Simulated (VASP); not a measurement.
Here is a VASP 6.6.1 calculation.

Contents of INCAR:

```
ALGO     = Fast           # electronic algorithm
EDIFF    = 1E-6           # SCF threshold, eV
ENCUT    = 520            # plane-wave cutoff, eV
GGA      = PS             # functional
ISIF     = 2              # what is computed and relaxed
ISMEAR   = -1             # smearing method
LASPH    = T              # aspherical terms in the spheres
LCHARG   = F              # write CHGCAR
LREAL    = F              # projectors in reciprocal space
LWAVE    = F              # write WAVECAR
NBANDS   = 16             # bands
NELM     = 100            # most SCF steps
PREC     = Accurate       # precision mode
SIGMA    = 0.05           # smearing width, eV
```

Contents of KPOINTS:

```
k-points
0
Gamma
  7 7 8
```

POSCAR

```
AlSn
1.0
    4.1699295613      0.0000000000      0.0000000000
   -2.0849647806      3.6112649320      0.0000000000
    0.0000000000      0.0000000000      3.2846527272
Sn Al
1 1
Direct
    0.3333333333      0.6666666667      0.5000000000
    0.0000000000      0.0000000000      0.0000000000
```

Potentials or basis: VASP PAW PBE potentials, release 64 (Sn_d, Al).

Command:

```bash
$ cat potpaw_PBE.64/Sn_d/POTCAR potpaw_PBE.64/Al/POTCAR > POTCAR
$ mpirun -np 1 vasp_std > vasp.out
```

Question: Predict the pressure.

Answer: -0.8 GPa.

Stress tensor (GPa, compression positive):
```
-0.97  0.00  0.00
 0.00 -0.97  0.00
 0.00  0.00 -0.48
```

Caveat: the PAW data sets were made with another functional, which shifts forces and pressure a little.
